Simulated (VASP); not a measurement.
A run of VASP 6.6.1 is set up as follows.

File POSCAR:

```
Hf2Si
1.0
   -3.2753522240      3.2753522240      2.5828233930
    3.2753522240     -3.2753522240      2.5828233930
    3.2753522240      3.2753522240     -2.5828233930
Hf Si
4 2
Direct
    0.8435136200      0.6564863800      0.5000000000
    0.3435136200      0.8435136200      0.1870272400
    0.1564863800      0.3435136200      0.5000000000
    0.6564863800      0.1564863800      0.8129727600
    0.7500000000      0.7500000000      0.0000000000
    0.2500000000      0.2500000000      0.0000000000
```

INCAR.step1

```
SYSTEM = Hf2Si
  ALGO = Normal
  EDIFF = 1E-4
  ENCUT = 520
  GGA = PE
  ISMEAR = 0
  LASPH = .TRUE.
  LCHARG = .FALSE.
  LREAL = .FALSE.
  LWAVE = .TRUE.
  NBANDS = 33
  NELM = 100
  PREC = Accurate
  SIGMA = 0.1
```

The input INCAR.step2:

```
SYSTEM = Hf2Si
  ALGO = Normal
  EDIFF = 1E-6
  ENCUT = 520
  ISIF = 2
  ISMEAR = 0
  ISTART = 1
  LASPH = .TRUE.
  LCHARG = .TRUE.
  LELF = .TRUE.
  LMIXTAU = .TRUE.
  LREAL = .FALSE.
  LVHAR = .TRUE.
  LWAVE = .FALSE.
  METAGGA = R2SCAN
  NBANDS = 33
  NELM = 100
  PREC = Accurate
  SIGMA = 0.1
```

The input KPOINTS:

```
k-points
0
G
  6 6 6
  0 0 0
```

Potentials or basis: VASP PAW PBE potentials, release 64 (Hf_pv, Si).

Launch:

```sh
$ cat potpaw_PBE.64/Hf_pv/POTCAR potpaw_PBE.64/Si/POTCAR > POTCAR
$ cp INCAR.step1 INCAR
$ mpirun -np 1 vasp_std > vasp.out
$ cp INCAR.step2 INCAR
$ mpirun -np 1 vasp_std > vasp.out
```

Q: What does it give for the largest force?

A: 0.003 eV/Å.

Q: Predict the band gap on the k mesh.

A: Zero (bands 24 and 25 overlap by 0.75 eV).

Q: Predict the pressure.

A: 0.0 GPa.

Forces on the atoms (eV/Å):
```
Hf   0.002 -0.002  0.000
Hf  -0.002 -0.002  0.000
Hf  -0.002  0.002  0.000
Hf   0.002  0.002  0.000
Si   0.000  0.000  0.000
Si   0.000  0.000  0.000
```

Caveat: the PAW data sets were made with another functional, which shifts forces and pressure a little; spin-orbit coupling is left out, which moves the levels of the heavy elements.
